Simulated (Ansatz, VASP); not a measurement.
# P in VASP and in Ansatz

```
CELL_PARAMETERS angstrom
3.26100 0.00000 0.00000
-1.63050 2.82411 0.00000
0.00000 0.00000 28.00000
ATOMIC_POSITIONS crystal
P 0.33333 0.66667 0.52382
P 0.66667 0.33333 0.47618
```

Alike in both runs: task single point; functional PBE; dispersion D3(BJ); k mesh 9 × 9 × 1; occupations gaussian, width 0.02 eV; no spin polarisation.

|  | VASP | Ansatz |
| --- | --- | --- |
| version | VASP 6.6.1 | Ansatz 0.2.0 |
| potentials or method | VASP PAW PBE potentials, release 64 (P), cutoff 520 eV | scalar-relativistic, plane waves, PAW |
| valence electrons in the cell | 10 | 10 |

Ansatz gave:

* gap on the k mesh at the Fermi level (eV): 1.45
* least direct gap on the mesh (eV): 2.44
* rms of the force components (eV/Å): 0.824

Task: What did VASP give for the same quantities?

Result: gap on the k mesh at the Fermi level (eV): 1.44; least direct gap on the mesh (eV): 2.48; rms of the force components (eV/Å): 0.870.

Atom by atom the forces differ by 0.046 eV/Å (rms over components).
